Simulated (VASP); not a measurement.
# C (P3_212) in VASP: relaxation of cell and atoms with PBE

Aim: the relaxation of cell and atoms of C with PBE.

Program: VASP 6.6.1. These are calculated values, not measurements. Logs are shortened: lines on timing, memory, paths and dates and some standing lists are left out, and cuts for length are marked.

## (1) The cell of the first run

The structure is trigonal, space group P3_212 (No. 153). The conventional cell has a = 2.578 Å, b = 2.578 Å, c = 2.727 Å, α = 90.00°, β = 90.00°, γ = 120.00°. Within 1.9 Å of C (site symmetry 2) lie 4 C at 1.32 to 1.86 Å.

The cell was generated, and may not be a known phase.

## (2) Relaxation of cell and atoms, PBE

The input, INCAR:

```
SYSTEM = C
PREC = Accurate ; ENCUT = 1300
EDIFF = 1E-7 ; ISMEAR = 0
SIGMA = 0.1 ; LREAL = .False.
LASPH = .True. ; NELM = 120
ALGO = Normal ; ISIF = 3
LWAVE = .False. ; LCHARG = .False.
GGA = PE ; IBRION = 2
NSW = 90 ; EDIFFG = -0.04
GGA_COMPAT = .False. ; NELMIN = 4
```

The input, KPOINTS:

```
Automatic mesh
0
Gamma
  6 6 6
  0 0 0
```

The input, POSCAR:

```
C
1.0
    2.5779557300      0.0000000000      0.0000000000
   -1.2889778600      2.2325751500      0.0000000000
    0.0000000000      0.0000000000      2.7274524800
C
3
Direct
    0.1228520300      0.8771479700      0.6666666700
    0.1228520300      0.2457040600      0.3333333300
    0.7542959400      0.8771479700      0.0000000000
```

Potentials or basis: VASP PAW PBE potentials, release 64 (C_h).

The run is started by

```sh
cat potpaw_PBE.64/C_h/POTCAR > POTCAR
mpirun -np 1 vasp_std > vasp.out
```

OUTCAR:

```text
SYSTEM = C
   PREC = Accurate
   ENCUT = 1300
   EDIFF = 1E-7
   ISMEAR = 0
   LREAL = .False.
   LASPH = .True.
   NELM = 120
   ISIF = 3
   GGA = PE
   IBRION = 2
   NSW = 90
   EDIFFG = -0.04
   NELMIN = 4

 ion  position               nearest neighbor table
   1  0.123  0.877  0.667-   3 1.32   2 1.32
   2  0.123  0.246  0.333-   3 1.32   1 1.32
   3  0.754  0.877  0.000-   1 1.32   2 1.32

  LATTYP: Found a hexagonal cell.
 ALAT       =     2.5779557300
 C/A-ratio  =     1.0579904256

  Lattice vectors:

 A1 = (   2.5779557300,   0.0000000000,   0.0000000000)
 A2 = (  -1.2889778600,   2.2325751500,   0.0000000000)
 A3 = (   0.0000000000,   0.0000000000,   2.7274524800)

Analysis of symmetry for initial positions (statically):
=====================================================================
 Subroutine PRICEL returns:
 Original cell was already a primitive cell.

 Routine SETGRP: Setting up the symmetry group for a
 hexagonal supercell.

 Subroutine GETGRP returns: Found  6 space group operations
 (whereof  2 operations were pure point group operations)
 out of a pool of 24 trial point group operations.

The static configuration has the point symmetry C_2 .
 The point group associated with its full space group is D_3 .

Analysis of symmetry for dynamics (positions and initial velocities):
=====================================================================
 Subroutine PRICEL returns:
 Original cell was already a primitive cell.

 Routine SETGRP: Setting up the symmetry group for a
 hexagonal supercell.

 Subroutine GETGRP returns: Found  6 space group operations
 (whereof  2 operations were pure point group operations)
 out of a pool of 24 trial point group operations.

The dynamic configuration has the point symmetry C_2 .
 The point group associated with its full space group is D_3 .

 Subroutine INISYM returns: Found  6 space group operations
 (whereof  2 operations are pure point group operations),
 and found     1 'primitive' translations

----------------------------------------------------------------------------------------

                                     Primitive cell

  volume of cell :      15.6978

  direct lattice vectors                    reciprocal lattice vectors
     2.577955730  0.000000000  0.000000000     0.387904256  0.223956626  0.000000000
    -1.288977860  2.232575150  0.000000000     0.000000000  0.447913254  0.000000000
     0.000000000  0.000000000  2.727452480     0.000000000  0.000000000  0.366642502

  length of vectors
     2.577955730  2.577955726  2.727452480     0.447913253  0.447913254  0.366642502

  position of ions in fractional coordinates (direct lattice)
     0.122852030  0.877147970  0.666666670
     0.122852030  0.245704060  0.333333330
     0.754295940  0.877147970  0.000000000

  ion indices of the primitive-cell ions
   primitive index   ion index
                 1           1
                 2           2
                 3           3

----------------------------------------------------------------------------------------

 KPOINTS: Automatic mesh

Automatic generation of k-mesh.
 Grid dimensions read from file:
 generate k-points for:    6    6    6

 Generating k-lattice:

  Cartesian coordinates                     Fractional coordinates (reciprocal lattice)
     0.064650709  0.037326104  0.000000000     0.166666667  0.000000000  0.000000000
     0.000000000  0.074652209  0.000000000     0.000000000  0.166666667  0.000000000
     0.000000000  0.000000000  0.061107084     0.000000000  0.000000000  0.166666667

  Length of vectors
     0.074652209  0.074652209  0.061107084

  Shift w.r.t. Gamma in fractional coordinates (k-lattice)
     0.000000000  0.000000000  0.000000000

 Subroutine IBZKPT returns following result:
 ===========================================

 Found     34 irreducible k-points:

 Following reciprocal coordinates:
            Coordinates               Weight
  0.000000  0.000000  0.000000      1.000000
  0.166667 -0.000000  0.000000      6.000000
  0.333333 -0.000000  0.000000      6.000000
  0.500000 -0.000000  0.000000      3.000000
  0.166667  0.166667  0.000000      6.000000
  0.333333  0.166667  0.000000     12.000000
[... 16 lines left out ...]
 -0.166667  0.333333  0.333333      6.000000
  0.333333  0.166667  0.333333     12.000000
 [... further k-points ...]
   k-points           NKPTS =     34   k-points in BZ     NKDIM =     34   number of bands    NBANDS=     10
   number of dos      NEDOS =    301   number of ions     NIONS =      3
   total plane-waves  NPLWV =  28800
   dimension x,y,z NGX =    30 NGY =   30 NGZ =   32
   dimension x,y,z NGXF=    60 NGYF=   60 NGZF=   64
   ions per type =               3
   NGX,Y,Z   is equivalent  to a cutoff of  19.35, 19.35, 19.50 a.u.
   NGXF,Y,Z  is equivalent  to a cutoff of  38.69, 38.69, 39.01 a.u.
 SYSTEM =  C
   PREC   = accura    normal or accurate (medium, high low for compatibility)
   ISTART =      0    job   : 0-new  1-cont  2-samecut
   ICHARG =      2    charge: 1-file 2-atom 10-const
   ISPIN  =      1    spin polarized calculation?
   LNONCOLLINEAR =      F non collinear calculations
   LSORBIT =      F    spin-orbit coupling
   LASPH  =      T    aspherical Exc in radial PAW
   ENCUT  = 1300.0 eV  95.55 Ry    9.77 a.u.   7.58  7.58  8.02*2*pi/ulx,y,z
   NELM   =    120;   NELMIN=  4; NELMDL= -5     # of ELM steps
   EDIFF  = 0.1E-06   stopping-criterion for ELM
   LREAL  =      F    real-space projection
   EDIFFG = -.4E-01   stopping-criterion for IOM
   NSW    =     90    number of steps for IOM
   IBRION =      2    ionic relax: 0-MD 1-quasi-New 2-CG
   NFREE  =      1    steps in history (QN), initial steepest desc. (CG)
   ISIF   =      3    stress and relaxation
   ISYM   =      2    0-nonsym 1-usesym 2-fastsym
   POTIM  = 0.5000    time-step for ionic-motion
   TEBEG  =    0.0;   TEEND  =   0.0 temperature during run
   PSTRESS=    0.0 pullay stress
   NELECT =      12.0000    total number of electrons
   NUPDOWN=      -1.0000    fix difference up-down
   EMIN   =  10.00;   EMAX   =-10.00  energy-range for DOS
   EFERMI =   0.00;   METHOD = LEGACY
   ISMEAR =     0;   SIGMA  =   0.10  broadening in eV -4-tet -1-fermi 0-gaus
   EFERMI_NEDOS =   21; number of points for ismear=-14 and -15
   IALGO  =     38    algorithm
   IMIX   =      4    mixing-type and parameters
     AMIX     =   0.40;   BMIX     =  1.00
     AMIX_MAG =   1.60;   BMIX_MAG =  1.00
  volume/ion in A,a.u.               =       5.23        35.31
  Fermi-wavevector in a.u.,A,eV,Ry     =   1.496887  2.828706 30.486173  2.240671
  Thomas-Fermi vector in A             =   2.608846
   LORBIT       =      0    0 simple, 1 ext, 2 COOP (PROOUT), +10 PAW based schemes
   GGA     = PE    functional components
   LHFCALC =     F    Hartree Fock is set to
   AEXX    =    0.0000 exact exchange contribution
   IVDW    =     0    specifies the selected vdW correction
   LEPSILON=     F    determine dielectric tensor
   LRPA    =     F    only Hartree local field effects (RPA)
 conjugate gradient relaxation of ions
 non-spin polarized calculation
 Gauss-broadening in eV      SIGMA  =   0.10
  energy-cutoff  :     1300.00
  volume of cell :       15.70
 maximum number of plane-waves:      1696
   NGX = 15   NGY = 15   NGZ = 17

--------------------------------------- Ionic step        1  -------------------------------------------

 number of electron      12.0000000 magnetization

 Free energy of the ion-electron system (eV)
  ---------------------------------------------------
  ext. energy  EPLUGINS =         0.00000000
  ---------------------------------------------------
  free energy    TOTEN  =       -20.66584048 eV

  energy without entropy =      -20.66242833  energy(sigma->0) =      -20.66413440

 E-fermi :  13.1582     XC(G=0): -13.9450

 val. band max:       13.1285776348   @ k =   0.0000   0.0000   0.3333
 cond. band min:      13.1620821681   @ k =   0.3333  -0.0000   0.5000
 fundamental gap:      0.0335045333
 Fermi energy:        13.1581651509

 k-point     1 :       0.0000    0.0000    0.0000
  band No.  band energies     occupation
      1     -11.0416      2.00000
      2       3.0315      2.00000
      3       3.0315      2.00000
      4       6.2833      2.00000
      5      10.9754      2.00000
      6      10.9754      2.00000
      7      15.0871      0.00000
      8      15.0871      0.00000
      9      20.6749      0.00000
     10      26.7281      0.00000
[... 715 lines left out ...]
 k-point    24 :       0.3333    0.1667    0.3333
  band No.  band energies     occupation
      1     -11.5286      2.00000
      2      -8.9711      2.00000
      3      -3.6022      2.00000
      4      -1.3171      2.00000
      5       0.4603      2.00000
      6       1.9067      2.00000
      7       4.1471      1.99935
      8       9.4940      0.00000
      9      11.5834      0.00000
     10      15.4199      0.00000

 [... further k-points ...]

[... ionic steps 4 to 14 ...]

--------------------------------------- Ionic step       15  -------------------------------------------

 number of electron      12.0000000 magnetization

------------------------ aborting loop because EDIFF is reached ----------------------------------------

  FORCE on cell =-STRESS in cart. coord.  units (eV):
  Direction    XX          YY          ZZ          XY          YZ          ZX
  --------------------------------------------------------------------------------------
  -------------------------------------------------------------------------------------
  Total       -0.2315122     -0.2315122      2.6725760     -0.0000000      0.0000000      0.0000000
  in kB       -8.7749387     -8.7749387    101.2978522     -0.0000000      0.0000000      0.0000000
  external PRESSURE =      27.9159916 kB  Pullay stress =       0.0000000 kB
[... 59 lines left out ...]
  energy  without entropy=      -24.6475559245  energy(sigma->0) =      -24.64755592

--------------------------------------- Ionic step       17  -------------------------------------------

 number of electron      12.0000000 magnetization

 Free energy of the ion-electron system (eV)
  ---------------------------------------------------
  ext. energy  EPLUGINS =         0.00000000
  ---------------------------------------------------
  free energy    TOTEN  =       -24.64785602 eV

  energy without entropy =      -24.64785602  energy(sigma->0) =      -24.64785602

 E-fermi :   1.1508     XC(G=0):  -8.2798

 val. band max:        0.7429703969   @ k =   0.0000   0.0000   0.3333
 cond. band min:       1.5607798339   @ k =   0.5000  -0.0000   0.1667
 fundamental gap:      0.8178094370
 Fermi energy:         1.1507831029

 k-point     1 :       0.0000    0.0000    0.0000
  band No.  band energies     occupation
      1     -15.4728      2.00000
      2     -10.4285      2.00000
      3     -10.4285      2.00000
      4      -3.4727      2.00000
      5      -3.4727      2.00000
      6       5.7612      0.00000
      7       5.7619      0.00000
      8       5.7619      0.00000
      9       5.7619      0.00000
     10       6.0060      0.00000
[... 329 lines left out ...]
  FREE ENERGIE OF THE ION-ELECTRON SYSTEM (eV)
  ---------------------------------------------------
  free  energy   TOTEN  =       -24.6478560215 eV

  energy  without entropy=      -24.6478560213  energy(sigma->0) =      -24.64785602

 reached required accuracy - stopping structural energy minimisation
```

Run time: 98 s. Hardware: 1 thread of AMD EPYC 9R45 (Zen 5), shared host; peak memory 0.14 GiB.

What came out:

```yaml
Free_energy: -24.6479 eV
Relaxed_volume: 13.91 Å³/atom
Relaxed_cell: a = 3.548 Å, b = 3.548 Å, c = 3.828 Å, α = 90.00°, β = 90.00°, γ = 120.00°
Space_group_after_relaxing_to_0.1_Å: P6/mmm (No. 191)
Energy_gained_by_relaxing: 1327.3 meV/atom
Ionic_steps: 17
Pressure_after_relaxing: -0.1 GPa
Largest_force_after_relaxing: 0.009 eV/Å
Band_gap_on_the_k_mesh: zero (bands 6 and 7 overlap by 7.98 eV)
```

Forces in eV/Å, atoms in the order of the input:
```
C   -0.007  0.004  0.000
C    0.000 -0.009  0.000
C    0.007  0.004  0.000
```

Stress tensor (GPa, compression positive):
```
-0.18  0.00  0.00
 0.00 -0.18  0.00
 0.00  0.00  0.05
```

Step by step:
```tsv
step	energy change (eV)	largest force (eV/Å)	pressure (GPa)	volume (Å³)
1	0.0000	10.6405	111.03	15.70
2	-0.4737	1.2773	-3.59	25.45
3	-0.6109	1.1015	2.26	26.32
4	-1.0877	2.5466	13.68	28.14
5	-2.7459	1.5787	22.25	32.00
6	-3.7526	0.9236	-12.39	40.76
7	-3.8865	0.3555	7.86	37.09
8	-3.9482	0.0703	1.65	38.23
9	-3.9455	0.1188	-1.66	38.82
10	-3.6742	0.0455	22.86	38.55
11	-3.9581	0.1230	2.14	38.78
12	-3.9581	0.1230	2.35	38.78
13	-3.9728	0.0866	0.99	39.83
14	-3.9808	0.0146	-1.35	41.81
15	-3.9703	0.0201	2.79	42.27
16	-3.9817	0.0056	-0.44	41.91
17	-3.9820	0.0087	-0.10	41.73
```

Final structure:
```yaml
crystal:
  lattice:
    - [3.54779, 0.00000, 0.00000]
    - [-1.77389, 3.07247, 0.00000]
    - [0.00000, 0.00000, 3.82801]
  atoms:
    - { symbol: C, position: [0.33350, 0.66650, 0.66667] }
    - { symbol: C, position: [0.33350, 0.66700, 0.33333] }
    - { symbol: C, position: [0.33300, 0.66650, 0.00000] }
```

Caveat: the k points lie up to 0.34 Å⁻¹ apart in the final cell, too coarse for converged energies and pressures of a metal; the volume moved by over 15 % at a fixed basis, so the end points are rough; this functional lacks dispersion, which binds layers or chains, so the pressure and a relaxed spacing across them are unreliable.

The gap in the log of VASP goes by the Fermi energy; the results here count the filled bands.